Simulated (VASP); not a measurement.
# Ca (I4/mmm) in VASP: a series of runs, part 2 of 2

VASP 6.6.1.

## (5) Single point, PBEsol (strain +0.000 along x and y, -0.080 along z)

The input, INCAR:

```
SYSTEM = Ca
PREC = Accurate ; ENCUT = 520
EDIFF = 1E-6 ; ISMEAR = 0
SIGMA = 0.15 ; LREAL = .False.
LASPH = .True. ; NELM = 80
ALGO = Fast ; ISIF = 2
LWAVE = .False. ; LCHARG = .False.
GGA = PS ; NBANDS = 11
```

The input, KPOINTS:

```
regular mesh
0
Gamma
  16 16 16
  0 0 0
```

The input, POSCAR:

```
Ca
1.0
   -2.2400000000      2.2400000000      2.0608000000
    2.2400000000     -2.2400000000      2.0608000000
    2.2400000000      2.2400000000     -2.0608000000
Ca
1
Direct
    0.0000000000      0.0000000000      0.0000000000
```

Potentials or basis: VASP PAW PBE potentials, release 64 (Ca_sv).

Launch:

```sh
cat potpaw_PBE.64/Ca_sv/POTCAR > POTCAR
mpirun -np 1 vasp_std > vasp.out
```

OUTCAR:

```text
SYSTEM = Ca
   PREC = Accurate
   ENCUT = 520
   EDIFF = 1E-6
   ISMEAR = 0
   LREAL = .False.
   LASPH = .True.
   NELM = 80
   ISIF = 2
   GGA = PS

 ion  position               nearest neighbor table
   1  0.000  0.000  0.000-

  LATTYP: Found a body centered tetragonal cell.
 ALAT       =     4.4800000000
 C/A-ratio  =     0.9200000000

  Lattice vectors:

 A1 = (  -2.2400000000,   2.2400000000,   2.0608000000)
 A2 = (   2.2400000000,  -2.2400000000,   2.0608000000)
 A3 = (   2.2400000000,   2.2400000000,  -2.0608000000)

Analysis of symmetry for initial positions (statically):
=====================================================================
 Subroutine PRICEL returns:
 Original cell was already a primitive cell.

 Routine SETGRP: Setting up the symmetry group for a
 body centered tetragonal supercell.

 Subroutine GETGRP returns: Found 16 space group operations
 (whereof 16 operations were pure point group operations)
 out of a pool of 16 trial point group operations.

The static configuration has the point symmetry D_4h.

Analysis of symmetry for dynamics (positions and initial velocities):
=====================================================================
 Subroutine PRICEL returns:
 Original cell was already a primitive cell.

 Routine SETGRP: Setting up the symmetry group for a
 body centered tetragonal supercell.

 Subroutine GETGRP returns: Found 16 space group operations
 (whereof 16 operations were pure point group operations)
 out of a pool of 16 trial point group operations.

The dynamic configuration has the point symmetry D_4h.

 Subroutine INISYM returns: Found 16 space group operations
 (whereof 16 operations are pure point group operations),
 and found     1 'primitive' translations

----------------------------------------------------------------------------------------

                                     Primitive cell

  volume of cell :      41.3611

  direct lattice vectors                    reciprocal lattice vectors
    -2.240000000  2.240000000  2.060800000     0.000000000  0.223214286  0.242624224
     2.240000000 -2.240000000  2.060800000     0.223214286  0.000000000  0.242624224
     2.240000000  2.240000000 -2.060800000     0.223214286  0.223214286  0.000000000

  length of vectors
     3.779166130  3.779166130  3.779166130     0.329683380  0.329683380  0.315672670

  position of ions in fractional coordinates (direct lattice)
     0.000000000  0.000000000  0.000000000

  ion indices of the primitive-cell ions
   primitive index   ion index
                 1           1

----------------------------------------------------------------------------------------

 KPOINTS: regular mesh

Automatic generation of k-mesh.
 Grid dimensions read from file:
 generate k-points for:   16   16   16

 Generating k-lattice:

  Cartesian coordinates                     Fractional coordinates (reciprocal lattice)
     0.000000000  0.013950893  0.015164014     0.062500000 -0.000000000  0.000000000
     0.013950893  0.000000000  0.015164014    -0.000000000  0.062500000  0.000000000
     0.013950893  0.013950893  0.000000000     0.000000000  0.000000000  0.062500000

  Length of vectors
     0.020605211  0.020605211  0.019729542

  Shift w.r.t. Gamma in fractional coordinates (k-lattice)
     0.000000000  0.000000000  0.000000000

 Subroutine IBZKPT returns following result:
 ===========================================

 Found    349 irreducible k-points:

 Following reciprocal coordinates:
            Coordinates               Weight
  0.000000  0.000000  0.000000      1.000000
  0.062500  0.000000  0.000000      8.000000
  0.125000  0.000000  0.000000      8.000000
  0.187500 -0.000000  0.000000      8.000000
  0.250000  0.000000  0.000000      8.000000
  0.312500 -0.000000  0.000000      8.000000
[... 16 lines left out ...]
 -0.125000  0.062500  0.000000     16.000000
 -0.062500  0.062500  0.000000      4.000000
 [... further k-points ...]
   k-points           NKPTS =    349   k-points in BZ     NKDIM =    349   number of bands    NBANDS=     11
   number of dos      NEDOS =    301   number of ions     NIONS =      1
   total plane-waves  NPLWV =  21952
   dimension x,y,z NGX =    28 NGY =   28 NGZ =   28
   dimension x,y,z NGXF=    56 NGYF=   56 NGZF=   56
   ions per type =               1
   NGX,Y,Z   is equivalent  to a cutoff of  12.32, 12.32, 12.32 a.u.
   NGXF,Y,Z  is equivalent  to a cutoff of  24.63, 24.63, 24.63 a.u.
 SYSTEM =  Ca
   PREC   = accura    normal or accurate (medium, high low for compatibility)
   ISTART =      0    job   : 0-new  1-cont  2-samecut
   ICHARG =      2    charge: 1-file 2-atom 10-const
   ISPIN  =      1    spin polarized calculation?
   LNONCOLLINEAR =      F non collinear calculations
   LSORBIT =      F    spin-orbit coupling
   LASPH  =      T    aspherical Exc in radial PAW
   ENCUT  =  520.0 eV  38.22 Ry    6.18 a.u.   7.03  7.03  7.03*2*pi/ulx,y,z
   NELM   =     80;   NELMIN=  2; NELMDL= -5     # of ELM steps
   EDIFF  = 0.1E-05   stopping-criterion for ELM
   LREAL  =      F    real-space projection
   EDIFFG = 0.1E-04   stopping-criterion for IOM
   NSW    =      0    number of steps for IOM
   IBRION =     -1    ionic relax: 0-MD 1-quasi-New 2-CG
   NFREE  =      0    steps in history (QN), initial steepest desc. (CG)
   ISIF   =      2    stress and relaxation
   ISYM   =      2    0-nonsym 1-usesym 2-fastsym
   POTIM  = 0.5000    time-step for ionic-motion
   TEBEG  =    0.0;   TEEND  =   0.0 temperature during run
   PSTRESS=    0.0 pullay stress
   NELECT =      10.0000    total number of electrons
   NUPDOWN=      -1.0000    fix difference up-down
   EMIN   =  10.00;   EMAX   =-10.00  energy-range for DOS
   EFERMI =   0.00;   METHOD = LEGACY
   ISMEAR =     0;   SIGMA  =   0.15  broadening in eV -4-tet -1-fermi 0-gaus
   EFERMI_NEDOS =   21; number of points for ismear=-14 and -15
   IALGO  =     68    algorithm
   IMIX   =      4    mixing-type and parameters
     AMIX     =   0.40;   BMIX     =  1.00
     AMIX_MAG =   1.60;   BMIX_MAG =  1.00
  volume/ion in A,a.u.               =      41.36       279.12
  Fermi-wavevector in a.u.,A,eV,Ry     =   1.019869  1.927272 14.151854  1.040132
  Thomas-Fermi vector in A             =   2.153406
   LORBIT       =      0    0 simple, 1 ext, 2 COOP (PROOUT), +10 PAW based schemes
   GGA     = PS    functional components
   LHFCALC =     F    Hartree Fock is set to
   AEXX    =    0.0000 exact exchange contribution
   IVDW    =     0    specifies the selected vdW correction
   LEPSILON=     F    determine dielectric tensor
   LRPA    =     F    only Hartree local field effects (RPA)
 non-spin polarized calculation
 RMM-DIIS sequential band-by-band and
 Gauss-broadening in eV      SIGMA  =   0.15
  energy-cutoff  :      520.00
  volume of cell :       41.36
 maximum number of plane-waves:      1140
   NGX = 15   NGY = 15   NGZ = 15

 number of electron      10.0000000 magnetization

 number of electron       9.9999998 magnetization

 Free energy of the ion-electron system (eV)
  ---------------------------------------------------
  ext. energy  EPLUGINS =         0.00000000
  ---------------------------------------------------
  free energy    TOTEN  =        -2.12540478 eV

  energy without entropy =       -2.11019508  energy(sigma->0) =       -2.11779993

 E-fermi :   2.0173     XC(G=0):  -7.8729

 val. band max:        2.0144500020   @ k =  -0.4375  -0.4375   0.3125
 cond. band min:       2.0194448385   @ k =  -0.3750  -0.3750   0.2500
 fundamental gap:      0.0049948365
 Fermi energy:         2.0173215749

 k-point     1 :       0.0000    0.0000    0.0000
  band No.  band energies     occupation
      1     -39.8208      2.00000
      2     -20.8175      2.00000
      3     -20.8041      2.00000
      4     -20.8041      2.00000
      5      -2.0957      2.00000
      6       4.0745      0.00000
      7       4.4846      0.00000
      8       4.4846      0.00000
      9       5.1314      0.00000
     10       5.6458      0.00000
     11      12.0047      0.00000
[... 309 lines left out ...]
 k-point    24 :      -0.0625    0.0625    0.0000
  band No.  band energies     occupation
      1     -39.8202      2.00000
      2     -20.8191      2.00000
      3     -20.8101      2.00000
      4     -20.8039      2.00000
      5      -2.0275      2.00000
      6       4.0556      0.00000
      7       4.4489      0.00000
      8       4.5371      0.00000
      9       5.0769      0.00000
     10       5.6358      0.00000
     11      11.8975      0.00000

 [... further k-points ...]
[... 5 lines left out ...]
  --------------------------------------------------------------------------------------
  -------------------------------------------------------------------------------------
  Total       -0.1096568     -0.1096568     -0.0634528      0.0000000      0.0000000      0.0000000
  in kB       -4.2477025     -4.2477025     -2.4579306      0.0000000      0.0000000      0.0000000
  external PRESSURE =      -3.6511118 kB  Pullay stress =       0.0000000 kB

 VOLUME and BASIS-vectors are now :
 -----------------------------------------------------------------------------
  energy-cutoff  :      520.00
  volume of cell :       41.36
      direct lattice vectors                 reciprocal lattice vectors
    -2.240000000  2.240000000  2.060800000     0.000000000  0.223214286  0.242624224
     2.240000000 -2.240000000  2.060800000     0.223214286  0.000000000  0.242624224
     2.240000000  2.240000000 -2.060800000     0.223214286  0.223214286  0.000000000

 POSITION                                       TOTAL-FORCE (eV/Angst)
 -----------------------------------------------------------------------------------
      0.00000      0.00000      0.00000        -0.000000     -0.000000      0.000000
 -----------------------------------------------------------------------------------
    total drift:                               -0.000000     -0.000000     -0.000000

  FREE ENERGIE OF THE ION-ELECTRON SYSTEM (eV)
  ---------------------------------------------------
  free  energy   TOTEN  =        -2.1254047826 eV

  energy  without entropy=       -2.1101950817  energy(sigma->0) =       -2.11779993
```

OSZICAR:

```text
N       E                     dE             d eps       ncg     rms          rms(c)
DAV:   1     0.667167695470E+02    0.66717E+02   -0.49822E+03  7686   0.820E+02
DAV:   2    -0.603815968939E+00   -0.67321E+02   -0.66677E+02  8401   0.209E+02
DAV:   3    -0.205812530137E+01   -0.14543E+01   -0.14322E+01 10983   0.304E+01
DAV:   4    -0.213250127868E+01   -0.74376E-01   -0.74066E-01 10073   0.545E+00
DAV:   5    -0.213429002665E+01   -0.17887E-02   -0.17885E-02 10731   0.698E-01    0.227E+00
RMM:   6    -0.212798159791E+01    0.63084E-02   -0.66121E-03  8095   0.997E-01    0.139E+00
RMM:   7    -0.212529210903E+01    0.26895E-02   -0.19883E-02  8743   0.185E+00    0.104E-01
RMM:   8    -0.212529599415E+01   -0.38851E-05   -0.40108E-03  9473   0.619E-01    0.286E-02
RMM:   9    -0.212537099949E+01   -0.75005E-04   -0.97192E-04 11338   0.291E-01    0.282E-02
RMM:  10    -0.212540156361E+01   -0.30564E-04   -0.13664E-04 11775   0.118E-01    0.278E-02
RMM:  11    -0.212540319482E+01   -0.16312E-05   -0.10902E-04 10885   0.967E-02    0.190E-02
RMM:  12    -0.212540419657E+01   -0.10018E-05   -0.14092E-05 11499   0.394E-02    0.110E-02
RMM:  13    -0.212540525235E+01   -0.10558E-05   -0.24675E-06  8808   0.159E-02    0.293E-03
RMM:  14    -0.212540478265E+01    0.46970E-06   -0.12252E-06  7089   0.826E-03
   1 F= -.21254048E+01 E0= -.21177999E+01  d E =-.152097E-01
```

Wall time 2 min (1 thread of Intel Xeon Platinum 8259CL at 2.50GHz (Skylake/Cascade Lake), shared host); peak memory 0.27 GiB.

Results:

| Property | Result |
| --- | --- |
| Free energy | -2.1254 eV |
| Pressure | -0.4 GPa |
| Band gap on the k mesh | zero (band 5 reaches 2.33 eV, above the bottom of band 6 at 1.84 eV) |

Stress tensor (GPa, compression positive):
```
-0.42  0.00  0.00
 0.00 -0.42  0.00
 0.00  0.00 -0.25
```

Caveat: the cell differs from its parent crystal (strain +0.000 along x and y, -0.080 along z); the PAW data sets were made with another functional, which shifts forces and pressure a little.

## (6) Single point, PBEsol (strain -0.040 along x and y, +0.040 along z)

The input, INCAR:

```
SYSTEM = Ca
ALGO = Fast ; EDIFF = 1E-6
ENCUT = 520 ; GGA = PS
ISIF = 2 ; ISMEAR = 0
LASPH = .TRUE. ; LCHARG = .FALSE.
LREAL = .FALSE. ; LWAVE = .FALSE.
NBANDS = 11 ; NELM = 100
PREC = Accurate ; SIGMA = 0.15
```

The input, KPOINTS:

```
k-points
0
G
  16 16 16
  0 0 0
```

The input, POSCAR:

```
Ca
1.0
   -2.1504000000      2.1504000000      2.3296000000
    2.1504000000     -2.1504000000      2.3296000000
    2.1504000000      2.1504000000     -2.3296000000
Ca
1
Direct
    0.0000000000      0.0000000000      0.0000000000
```

Potentials or basis: VASP PAW PBE potentials, release 64 (Ca_sv).

Launch:

```sh
cat potpaw_PBE.64/Ca_sv/POTCAR > POTCAR
mpirun -np 1 vasp_std > vasp.out
```

Wall time 1.9 min (1 thread of Intel Xeon Platinum 8259CL at 2.50GHz (Skylake/Cascade Lake), shared host); peak memory 0.28 GiB.

The run converged. Its results:

| Item | Value |
| --- | --- |
| Free energy | -2.1201 eV |
| Pressure | -1.0 GPa |
| Band gap on the k mesh | zero (band 5 reaches 2.14 eV, above the bottom of band 6 at 1.74 eV) |

Stress tensor (GPa, compression positive):
```
-1.05  0.00  0.00
 0.00 -1.05  0.00
 0.00  0.00 -0.85
```

Levels at points of the mesh, in eV from the Fermi level:
```csv
k point,band 2,band 3,band 4,band 5,band 6,band 7,band 8,band 9
"(0.00, 0.00, 0.00)",-22.93,-22.93,-22.92,-4.04,2.16,2.16,2.50,3.07
"(0.50, 0.00, 0.00)",-23.06,-22.97,-22.93,-0.96,-0.11,1.48,2.98,3.59
"(0.50, 0.50, 0.00)",-23.06,-22.97,-22.94,-0.79,0.14,1.04,3.46,3.69
"(0.50, 0.50, 0.50)",-23.03,-23.02,-23.02,-0.03,0.16,3.01,4.03,4.12
```

Caveat: the cell differs from its parent crystal (strain -0.040 along x and y, +0.040 along z); the PAW data sets were made with another functional, which shifts forces and pressure a little.

## (7) Summary

| cell | gap on the mesh (eV) | pressure (GPa) |
| --- | --- | --- |
| a = 3.676 Å, angles 111.8, 111.8, 104.9°, 1 atom | none | 1.2 |
| a = 3.731 Å, angles 112.9, 112.9, 102.7°, 1 atom | none | 0.4 |
| a = 3.788 Å, angles 114.1, 114.1, 100.6°, 1 atom | none | -0.2 |
| a = 3.779 Å, angles 107.3, 107.3, 113.9°, 1 atom | none | -0.4 |
| a = 3.831 Å, angles 111.7, 111.7, 105.1°, 1 atom | none | -1.0 |

Alike in all rows: task single point; level PBEsol; potentials or basis VASP PAW PBE potentials, release 64 (Ca_sv); no spin polarisation; k mesh 16 × 16 × 16; cutoff (eV) 520; smearing gaussian 0.15 eV.

Caveats: the PAW data sets were made with another functional, which shifts forces and pressure a little.

Total energies depend on the potentials used, so only differences within one code and one set of settings carry meaning.
